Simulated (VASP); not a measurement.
Here is a VASP 6.6.1 calculation.

Contents of POSCAR:

```
Ge
1.0
    1.4390634700     -2.6785314800      0.0000000000
    1.4390634700      2.6785314800      0.0000000000
    0.0000000000      0.0000000000      2.6172840700
Ge
1
Direct
    0.5000000000      0.5000000000      0.0000000000
```

The input INCAR.step1:

```
SYSTEM = Ge
PREC     = Accurate       ! precision mode
ENCUT    = 520            ! plane-wave cutoff, eV
ISMEAR   = 0              ! smearing method
SIGMA    = 0.15           ! smearing width, eV
LREAL    = .False.        ! projectors in reciprocal space
LASPH    = .True.         ! aspherical terms in the spheres
NELM     = 100            ! most SCF steps
NBANDS   = 13             ! bands
GGA      = PE             ! functional
ALGO     = Normal         ! electronic algorithm
EDIFF    = 1E-4           ! SCF threshold, eV
LWAVE    = .True.         ! write WAVECAR
LCHARG   = .False.        ! write CHGCAR
```

File INCAR.step2:

```
SYSTEM = Ge
PREC     = Accurate       ! precision mode
ENCUT    = 520            ! plane-wave cutoff, eV
EDIFF    = 1E-7           ! SCF threshold, eV
ISMEAR   = 0              ! smearing method
SIGMA    = 0.15           ! smearing width, eV
LREAL    = .False.        ! projectors in reciprocal space
LASPH    = .True.         ! aspherical terms in the spheres
NELM     = 100            ! most SCF steps
ALGO     = Normal         ! electronic algorithm
ISIF     = 2              ! what is computed and relaxed
LWAVE    = .False.        ! write WAVECAR
LCHARG   = .False.        ! write CHGCAR
METAGGA  = R2SCAN         ! meta-GGA
LMIXTAU  = .True.       
NBANDS   = 13             ! bands
ISTART   = 1
```

Contents of KPOINTS:

```
Automatic mesh
0
Gamma
  20 20 18
  0 0 0
```

Potentials or basis: VASP PAW PBE potentials, release 64 (Ge_d).

Command:

```sh
$ cat potpaw_PBE.64/Ge_d/POTCAR > POTCAR
$ cp INCAR.step1 INCAR
$ mpirun -np 1 vasp_std > vasp.out
$ cp INCAR.step2 INCAR
$ mpirun -np 1 vasp_std > vasp.out
```

(1) What does it give for the pressure?

(2) Predict the band gap on the k mesh.

Answers

(1) -4.5 GPa.

(2) zero (bands 7 and 8 overlap by 9.50 eV).

Caveat: the cell differs from its parent crystal (strain +0.030 along x and y, -0.030 along z); the stress differs along the axes, from -8 to 1 GPa; the PAW data sets were made with another functional, which shifts forces and pressure a little.
